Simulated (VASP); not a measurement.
# Sc: relaxation of cell and atoms with PBEsol

Crystal: Sc.

```xyz
3
Lattice="5.0575 0.0000 0.0000 -2.5288 4.3799 0.0000 0.0000 0.0000 3.2044" Properties=species:S:1:pos:R:3 pbc="T T T"
Sc    0.0000    0.0000    0.0000
Sc    0.0000    2.9200    1.6022
Sc    2.5288    1.4600    1.6022
```

| Quantity | Value |
| --- | --- |
| Program | VASP 6.6.1 |
| Task | relaxation of cell and atoms |
| Functional | PBEsol |
| Potentials or basis | VASP PAW PBE potentials, release 64 (Sc_sv) |
| Cutoff | 600 eV |
| k mesh | 7 × 7 × 10 |
| Occupations | fermi-dirac, width 0.05 eV |
| Spin | no spin polarisation |
| Target pressure | -0.46 GPa |
| Dipole correction | no |
| Further INCAR settings | ALGO = Normal; EDIFF = 1e-07; IBRION = 2; EDIFFG = -0.005; NSW = 32; ISIF = 3 |

The relaxed volume is 23.70 Å³/atom and the relaxed cell is a = 5.060 Å, b = 5.060 Å, c = 3.206 Å, α = 90.00°, β = 90.00°, γ = 120.00°. The space group after relaxing (to 0.05 Å) is P6/mmm (No. 191). The energy change on relaxing (the enthalpy is what falls) is +0.1 meV/atom and the ionic steps are 2. The pressure after relaxing is -0.5 GPa.

Step by step:
| step | energy change (eV) | largest force (eV/Å) | pressure (GPa) | volume (Å³) |
| --- | --- | --- | --- | --- |
| 1 | 0.0000 | 0.0000 | -0.39 | 70.98 |
| 2 | 0.0003 | 0.0000 | -0.46 | 71.09 |

Final structure:
```
Sc
1.0
     5.06031    0.00000    0.00000
    -2.53015    4.38235    0.00000
     0.00000    0.00000    3.20586
Sc
3
Direct
  0.00000 0.00000 0.00000
  0.33333 0.66667 0.50000
  0.66667 0.33333 0.50000
```

Levels at points of the mesh, in eV from the Fermi level:
| k point | band 14 | band 15 | band 16 | band 17 | band 18 | band 19 | band 20 |
| --- | --- | --- | --- | --- | --- | --- | --- |
| (0.00, 0.00, 0.00) | -0.80 | 0.01 | 0.01 | 0.02 | 0.02 | 0.77 | 1.70 |
| (0.00, 0.00, 0.50) | -1.44 | -0.87 | -0.87 | -0.54 | -0.54 | 1.74 | 1.75 |

It took 2.6 min on 1 thread of Oxide Virtual Turin-like Processor, with other jobs on the host, peak memory 0.21 GiB.

Caveat: the cell is relaxed towards a set pressure, so the enthalpy falls and the energy may rise; the PAW data sets were made with another functional, which shifts forces and pressure a little.
